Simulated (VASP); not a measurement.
# Pb2O (antifluorite type) (Fm-3m) in VASP: notebook

Pb2O (antifluorite type) is run at these levels: PBE; tasks: single point.

Everything below comes from runs of VASP 6.6.1. Logs are shortened: lines on timing, memory, paths and dates and some standing lists are left out, and cuts for length are marked.

### 1 The cell of the first run

Symmetry: Fm-3m, No. 225, cubic system. The conventional cell has a = 6.596 Å, b = 6.596 Å, c = 6.596 Å, α = 90.00°, β = 90.00°, γ = 90.00°. Within 3.8 Å of Pb (site symmetry -43m) lie 4 O at 2.86 Å and 6 Pb at 3.30 Å. O (site symmetry m-3m) has 8 Pb at 2.86 Å within 3.8 Å.

### 2 Single point, PBE

File INCAR:

```
SYSTEM = Pb2O
ALGO = Normal
EDIFF = 1E-6
ENCUT = 600
GGA = PE
GGA_COMPAT = .False.
ISIF = 2
ISMEAR = -1
KPAR = 4
LASPH = .True.
LCHARG = .False.
LREAL = .False.
LWAVE = .False.
NBANDS = 24
NELM = 120
PREC = Accurate
SIGMA = 0.06122561905347299
```

File KPOINTS:

```
k-points
0
Gamma
  29 29 29
  0 0 0
```

File POSCAR:

```
Pb2O
1.0
    0.0000000000      3.2978458069      3.2978458069
    3.2978458069      0.0000000000      3.2978458069
    3.2978458069      3.2978458069      0.0000000000
Pb O
2 1
Direct
    0.2500000000      0.2500000000      0.2500000000
    0.7500000000      0.7500000000      0.7500000000
    0.0000000000      0.0000000000      0.0000000000
```

Potentials or basis: VASP PAW PBE potentials, release 64 (Pb_d, O).

Launch:

```sh
$ cat potpaw_PBE.64/Pb_d/POTCAR potpaw_PBE.64/O/POTCAR > POTCAR
$ mpirun -np 4 vasp_std > vasp.out
```

OUTCAR:

```text
SYSTEM = Pb2O
   EDIFF = 1E-6
   ENCUT = 600
   GGA = PE
   ISIF = 2
   ISMEAR = -1
   LASPH = .True.
   LREAL = .False.
   NELM = 120
   PREC = Accurate

 ion  position               nearest neighbor table
   1  0.250  0.250  0.250-   3 2.86   3 2.86   3 2.86   3 2.86   2 3.30   2 3.30   2 3.30   2 3.30
                             2 3.30   2 3.30
   2  0.750  0.750  0.750-   3 2.86   3 2.86   3 2.86   3 2.86   1 3.30   1 3.30   1 3.30   1 3.30
                             1 3.30   1 3.30
   3  0.000  0.000  0.000-   2 2.86   2 2.86   2 2.86   1 2.86   2 2.86   1 2.86   1 2.86   1 2.86

  LATTYP: Found a face centered cubic cell.
 ALAT       =     6.5956916138

  Lattice vectors:

 A1 = (   0.0000000000,   3.2978458069,   3.2978458069)
 A2 = (   3.2978458069,   0.0000000000,   3.2978458069)
 A3 = (   3.2978458069,   3.2978458069,   0.0000000000)

Analysis of symmetry for initial positions (statically):
=====================================================================
 Subroutine PRICEL returns:
 Original cell was already a primitive cell.

 Routine SETGRP: Setting up the symmetry group for a
 face centered cubic supercell.

 Subroutine GETGRP returns: Found 48 space group operations
 (whereof 48 operations were pure point group operations)
 out of a pool of 48 trial point group operations.

The static configuration has the point symmetry O_h .

Analysis of symmetry for dynamics (positions and initial velocities):
=====================================================================
 Subroutine PRICEL returns:
 Original cell was already a primitive cell.

 Routine SETGRP: Setting up the symmetry group for a
 face centered cubic supercell.

 Subroutine GETGRP returns: Found 48 space group operations
 (whereof 48 operations were pure point group operations)
 out of a pool of 48 trial point group operations.

The dynamic configuration has the point symmetry O_h .

 Subroutine INISYM returns: Found 48 space group operations
 (whereof 48 operations are pure point group operations),
 and found     1 'primitive' translations

----------------------------------------------------------------------------------------

                                     Primitive cell

  volume of cell :      71.7333

  direct lattice vectors                    reciprocal lattice vectors
     0.000000000  3.297845807  3.297845807    -0.151614123  0.151614123  0.151614123
     3.297845807  0.000000000  3.297845807     0.151614123 -0.151614123  0.151614123
     3.297845807  3.297845807  0.000000000     0.151614123  0.151614123 -0.151614123

  length of vectors
     4.663858267  4.663858267  4.663858267     0.262603364  0.262603364  0.262603364

  position of ions in fractional coordinates (direct lattice)
     0.250000000  0.250000000  0.250000000
     0.750000000  0.750000000  0.750000000
     0.000000000  0.000000000  0.000000000

  ion indices of the primitive-cell ions
   primitive index   ion index
                 1           1
                 2           2
                 3           3

----------------------------------------------------------------------------------------

 KPOINTS: k-points

Automatic generation of k-mesh.
 Grid dimensions read from file:
 generate k-points for:   29   29   29

 Generating k-lattice:

  Cartesian coordinates                     Fractional coordinates (reciprocal lattice)
    -0.005228073  0.005228073  0.005228073     0.034482759  0.000000000  0.000000000
     0.005228073 -0.005228073  0.005228073     0.000000000  0.034482759  0.000000000
     0.005228073  0.005228073 -0.005228073     0.000000000  0.000000000  0.034482759

  Length of vectors
     0.009055288  0.009055288  0.009055288

  Shift w.r.t. Gamma in fractional coordinates (k-lattice)
     0.000000000  0.000000000  0.000000000

 Subroutine IBZKPT returns following result:
 ===========================================

 Found    680 irreducible k-points:

 Following reciprocal coordinates:
            Coordinates               Weight
  0.000000  0.000000  0.000000      1.000000
  0.034483  0.000000  0.000000      8.000000
  0.068966  0.000000  0.000000      8.000000
  0.103448  0.000000  0.000000      8.000000
  0.137931  0.000000  0.000000      8.000000
  0.172414  0.000000  0.000000      8.000000
[... 16 lines left out ...]
  0.275862  0.034483  0.000000     24.000000
  0.310345  0.034483  0.000000     24.000000
 [... further k-points ...]
   k-points           NKPTS =    680   k-points in BZ     NKDIM =    680   number of bands    NBANDS=     24
   number of dos      NEDOS =    301   number of ions     NIONS =      3
   total plane-waves  NPLWV =  64000
   dimension x,y,z NGX =    40 NGY =   40 NGZ =   40
   dimension x,y,z NGXF=    80 NGYF=   80 NGZF=   80
   ions per type =               2   1
   NGX,Y,Z   is equivalent  to a cutoff of  14.26, 14.26, 14.26 a.u.
   NGXF,Y,Z  is equivalent  to a cutoff of  28.52, 28.52, 28.52 a.u.
 SYSTEM =  Pb2O
   PREC   = accura    normal or accurate (medium, high low for compatibility)
   ISTART =      0    job   : 0-new  1-cont  2-samecut
   ICHARG =      2    charge: 1-file 2-atom 10-const
   ISPIN  =      1    spin polarized calculation?
   LNONCOLLINEAR =      F non collinear calculations
   LSORBIT =      F    spin-orbit coupling
   LASPH  =      T    aspherical Exc in radial PAW
   ENCUT  =  600.0 eV  44.10 Ry    6.64 a.u.   9.31  9.31  9.31*2*pi/ulx,y,z
   NELM   =    120;   NELMIN=  2; NELMDL= -5     # of ELM steps
   EDIFF  = 0.1E-05   stopping-criterion for ELM
   LREAL  =      F    real-space projection
   EDIFFG = 0.1E-04   stopping-criterion for IOM
   NSW    =      0    number of steps for IOM
   IBRION =     -1    ionic relax: 0-MD 1-quasi-New 2-CG
   NFREE  =      0    steps in history (QN), initial steepest desc. (CG)
   ISIF   =      2    stress and relaxation
   ISYM   =      2    0-nonsym 1-usesym 2-fastsym
   POTIM  = 0.5000    time-step for ionic-motion
   TEBEG  =    0.0;   TEEND  =   0.0 temperature during run
   PSTRESS=    0.0 pullay stress
   NELECT =      34.0000    total number of electrons
   NUPDOWN=      -1.0000    fix difference up-down
   EMIN   =  10.00;   EMAX   =-10.00  energy-range for DOS
   EFERMI =   0.00;   METHOD = LEGACY
   ISMEAR =    -1;   SIGMA  =   0.06  broadening in eV -4-tet -1-fermi 0-gaus
   EFERMI_NEDOS =   21; number of points for ismear=-14 and -15
   IALGO  =     38    algorithm
   IMIX   =      4    mixing-type and parameters
     AMIX     =   0.40;   BMIX     =  1.00
     AMIX_MAG =   1.60;   BMIX_MAG =  1.00
  volume/ion in A,a.u.               =      23.91       161.36
  Fermi-wavevector in a.u.,A,eV,Ry     =   1.276422  2.412087 22.167319  1.629252
  Thomas-Fermi vector in A             =   2.409079
   LORBIT       =      0    0 simple, 1 ext, 2 COOP (PROOUT), +10 PAW based schemes
   GGA     = PE    functional components
   LHFCALC =     F    Hartree Fock is set to
   AEXX    =    0.0000 exact exchange contribution
   IVDW    =     0    specifies the selected vdW correction
   LEPSILON=     F    determine dielectric tensor
   LRPA    =     F    only Hartree local field effects (RPA)
 non-spin polarized calculation
  energy-cutoff  :      600.00
  volume of cell :       71.73
 maximum number of plane-waves:      2421
 NGX is ok and might be reduce to    40
   NGX = 19   NGY = 19   NGZ = 19

 number of electron      34.0000006 magnetization

 Free energy of the ion-electron system (eV)
  ---------------------------------------------------
  ext. energy  EPLUGINS =         0.00000000
  ---------------------------------------------------
  free energy    TOTEN  =       -12.25572832 eV

  energy without entropy =      -12.22356747  energy(sigma->0) =      -12.23964789

 E-fermi :   6.4062     XC(G=0): -10.0418

 val. band max:        6.4039006550   @ k =  -0.2414   0.1034   0.0000
 cond. band min:       6.4067311823   @ k =  -0.3448   0.2759   0.0690
 fundamental gap:      0.0028305273
 Fermi energy:         6.4062214914

 k-point     1 :       0.0000    0.0000    0.0000
  band No.  band energies     occupation
      1     -11.2946      2.00000
      2     -11.2946      2.00000
      3     -11.0812      2.00000
      4     -11.0812      2.00000
      5     -11.0812      2.00000
      6     -10.9596      2.00000
[... 16 lines left out ...]
     23      12.8600      0.00000
     24      14.7813      0.00000

 k-point     2 :       0.0345    0.0000    0.0000
  band No.  band energies     occupation
      1     -11.2928      2.00000
      2     -11.2928      2.00000
      3     -11.0970      2.00000
      4     -11.0802      2.00000
      5     -11.0802      2.00000
      6     -10.9405      2.00000
[... 16 lines left out ...]
     23      12.9759      0.00000
     24      14.8199      0.00000

 k-point     3 :       0.0690    0.0000    0.0000
  band No.  band energies     occupation
      1     -11.2877      2.00000
      2     -11.2877      2.00000
      3     -11.1291      2.00000
      4     -11.0774      2.00000
      5     -11.0774      2.00000
      6     -10.8995      2.00000
[... 16 lines left out ...]
     23      13.2676      0.00000
     24      14.9216      0.00000

 k-point     4 :       0.1034    0.0000    0.0000
  band No.  band energies     occupation
      1     -11.2791      2.00000
      2     -11.2791      2.00000
      3     -11.1634      2.00000
      4     -11.0726      2.00000
      5     -11.0726      2.00000
      6     -10.8561      2.00000
[... 16 lines left out ...]
     23      13.6368      0.00000
     24      15.0504      0.00000

 k-point     5 :       0.1379    0.0000    0.0000
  band No.  band energies     occupation
      1     -11.2673      2.00000
      2     -11.2673      2.00000
      3     -11.1957      2.00000
      4     -11.0661      2.00000
      5     -11.0661      2.00000
      6     -10.8355      2.00000
[... 451 lines left out ...]
 k-point    22 :       0.2414    0.0345    0.0000
  band No.  band energies     occupation
      1     -11.2676      2.00000
      2     -11.2324      2.00000
      3     -11.2062      2.00000
      4     -11.0426      2.00000
      5     -11.0356      2.00000
      6     -10.8579      2.00000
[... 16 lines left out ...]
     23      14.1761      0.00000
     24      15.4387      0.00000

 k-point    23 :       0.2759    0.0345    0.0000
  band No.  band energies     occupation
      1     -11.2859      2.00000
      2     -11.2112      2.00000
      3     -11.1820      2.00000
      4     -11.0312      2.00000
      5     -11.0232      2.00000
      6     -10.8713      2.00000
[... 16 lines left out ...]
     23      14.2159      0.00000
     24      15.5104      0.00000

 k-point    24 :       0.3103    0.0345    0.0000
  band No.  band energies     occupation
      1     -11.3007      2.00000
      2     -11.1874      2.00000
      3     -11.1554      2.00000
      4     -11.0187      2.00000
      5     -11.0098      2.00000
      6     -10.8850      2.00000
[... 16 lines left out ...]
     23      14.3181      0.00000
     24      15.5939      0.00000

 [... further k-points ...]
[... 5 lines left out ...]
  --------------------------------------------------------------------------------------
  -------------------------------------------------------------------------------------
  Total       -0.5357758     -0.5357758     -0.5357758     -0.0000000     -0.0000000     -0.0000000
  in kB      -11.9666521    -11.9666521    -11.9666521     -0.0000000     -0.0000000     -0.0000000
  external PRESSURE =     -11.9666521 kB  Pullay stress =       0.0000000 kB

 VOLUME and BASIS-vectors are now :
 -----------------------------------------------------------------------------
  energy-cutoff  :      600.00
  volume of cell :       71.73
      direct lattice vectors                 reciprocal lattice vectors
     0.000000000  3.297845807  3.297845807    -0.151614123  0.151614123  0.151614123
     3.297845807  0.000000000  3.297845807     0.151614123 -0.151614123  0.151614123
     3.297845807  3.297845807  0.000000000     0.151614123  0.151614123 -0.151614123

 POSITION                                       TOTAL-FORCE (eV/Angst)
 -----------------------------------------------------------------------------------
      1.64892      1.64892      1.64892        -0.000000     -0.000000     -0.000000
      4.94677      4.94677      4.94677         0.000000      0.000000      0.000000
      0.00000      0.00000      0.00000         0.000000     -0.000000     -0.000000
 -----------------------------------------------------------------------------------
    total drift:                               -0.000000     -0.000000      0.000000

  FREE ENERGIE OF THE ION-ELECTRON SYSTEM (eV)
  ---------------------------------------------------
  free  energy   TOTEN  =       -12.2557283186 eV

  energy  without entropy=      -12.2235674690  energy(sigma->0) =      -12.23964789
```

Wall time 7.4 min (4 MPI ranks of Intel Xeon Platinum 8375C at 2.90GHz (Ice Lake), shared host); peak memory 1.2 GiB.

Results:

```yaml
Free_energy: -12.2557 eV
Pressure: -1.2 GPa
Band_gap_on_the_k_mesh: zero (bands 17 and 18 overlap by 1.38 eV)
```

Caveat: spin-orbit coupling is left out, which moves the levels of the heavy elements.

### 3 Single point, PBE

This run uses another cell than the first one, of 24.38 Å³/atom.

File INCAR:

```
SYSTEM = Pb2O
ALGO     = Normal         ! electronic algorithm
EDIFF    = 1E-6           ! SCF threshold, eV
ENCUT    = 600            ! plane-wave cutoff, eV
GGA      = PE             ! functional
GGA_COMPAT= .False.      
ISIF     = 2              ! what is computed and relaxed
ISMEAR   = -1             ! smearing method
KPAR     = 4            
LASPH    = .True.         ! aspherical terms in the spheres
LCHARG   = .False.        ! write CHGCAR
LREAL    = .False.        ! projectors in reciprocal space
LWAVE    = .False.        ! write WAVECAR
NBANDS   = 24             ! bands
NELM     = 120            ! most SCF steps
PREC     = Accurate       ! precision mode
SIGMA    = 0.06122561905347299 ! smearing width, eV
```

KPOINTS is that of step 2.

File POSCAR:

```
Pb2O
1.0
    0.0000000000      3.3192609901      3.3192609901
    3.3192609901      0.0000000000      3.3192609901
    3.3192609901      3.3192609901      0.0000000000
Pb O
2 1
Direct
    0.2500000000      0.2500000000      0.2500000000
    0.7500000000      0.7500000000      0.7500000000
    0.0000000000      0.0000000000      0.0000000000
```

Potentials or basis: VASP PAW PBE potentials, release 64 (Pb_d, O).

Launch:

```sh
$ cat potpaw_PBE.64/Pb_d/POTCAR potpaw_PBE.64/O/POTCAR > POTCAR
$ mpirun -np 4 vasp_std > vasp.out
```

It took 6.7 min on 4 MPI ranks of Intel Xeon Platinum 8259CL at 2.50GHz (Skylake/Cascade Lake), shared host; peak memory 1.2 GiB.

Results (log left out):

```yaml
Free_energy: -12.2425 eV
Pressure: -2.1 GPa
Band_gap_on_the_k_mesh: zero (bands 17 and 18 overlap by 1.36 eV)
```

Levels at points of the mesh, in eV from the Fermi level:
| k point | band 15 | band 16 | band 17 | band 18 | band 19 | band 20 |
| --- | --- | --- | --- | --- | --- | --- |
| (0.00, 0.00, 0.00) | -2.80 | -2.80 | -0.24 | -0.24 | -0.24 | 4.55 |

Caveat: spin-orbit coupling is left out, which moves the levels of the heavy elements.
